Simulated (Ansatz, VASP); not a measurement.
## Two plane-wave programs on KI

```xyz
4
Lattice="6.0388 0.0000 0.0000 -3.0194 5.2298 0.0000 0.0000 0.0000 7.0391" Properties=species:S:1:pos:R:3 pbc="T T T"
K     0.0000    3.4865    1.7598
K     3.0194    1.7433    5.2793
I     3.0194    1.7433    1.7598
I     0.0000    3.4865    5.2793
```

Alike in both runs: task single point; functional LDA; k mesh 6 × 6 × 2; no spin polarisation.

```csv
,VASP,Ansatz
version,VASP 6.6.1,Ansatz 0.2.0
potentials or method,"VASP PAW LDA potentials, release 64 (K_sv, I)","plane waves, PAW"
plane-wave cutoff (eV),500,420
occupations,"gaussian, width 0.01 eV",fixed
valence electrons in the cell,32,52
```

|  | VASP | Ansatz | Ansatz less VASP |
| --- | --- | --- | --- |
| gap on the k mesh at the Fermi level (eV) | 3.49 | 3.49 | -0.007 |

LDA's correlation is that of Perdew and Zunger in VASP and of Perdew and Wang (1992) in Ansatz. VASP's potentials hold 32 valence electrons a cell and Ansatz's 52, so a difference there can come from the potentials and not from the codes.

The k mesh is coarse, so the values compare programs but aren't converged. Neither program's run includes spin-orbit coupling.
